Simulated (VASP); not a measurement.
Wanted: the native input for a VASP 6.6.1 run.

- Task: single point
- Functional: PBE
- Potentials or basis: VASP PAW PBE potentials, release 64 (F, Cl, Rb_sv)
- Cutoff: 520 eV
- k mesh: 6 × 6 × 6
- Occupations: gaussian, width 0.01 eV
- Spin: no spin polarisation
- Dipole correction: no
- Further INCAR settings: ALGO = Normal; EDIFF = 1e-06; NBANDS = 24

The structure of Rb2ClF lies in POSCAR:

```
Rb2ClF
1.0
    2.1382108075      1.2344965853      7.1185505634
   -2.1382108075      1.2344965853      7.1185505634
    0.0000000000     -2.4689931705      7.1185505634
F Cl Rb
1 1 2
Direct
    1.0000000000      0.0000000000      0.0000000000
    0.5000000000      0.5000000000      0.5000000000
    0.2617576454      0.2617576454      0.2617576454
    0.7382423546      0.7382423546      0.7382423546
```

The input as run:

INCAR

```
ALGO = Normal ; EDIFF = 1E-6
ENCUT = 520 ; GGA = PE
ISIF = 2 ; ISMEAR = 0
LASPH = True ; LCHARG = True
LELF = True ; LREAL = False
LVHAR = True ; LWAVE = False
NBANDS = 24 ; NELM = 100
PREC = Accurate ; SIGMA = 0.01
```

KPOINTS

```
k-points
0
Gamma
  6 6 6
```

Potentials or basis: VASP PAW PBE potentials, release 64 (F, Cl, Rb_sv).

Command:

```console
$ cat potpaw_PBE.64/F/POTCAR potpaw_PBE.64/Cl/POTCAR potpaw_PBE.64/Rb_sv/POTCAR > POTCAR
$ mpirun -np 1 vasp_std > vasp.out
```

Results of the run:

```yaml
Pressure: 1.3 GPa
Largest_force: 0.057 eV/Å
Band_gap_on_the_k_mesh: 5.01 eV
```

Wall time 3.7 min on 1 thread of Intel(R) Xeon(R) Platinum 8259CL CPU @ 2.50GHz (Skylake/Cascade Lake), with other jobs on the host, peak memory 0.46 GiB.
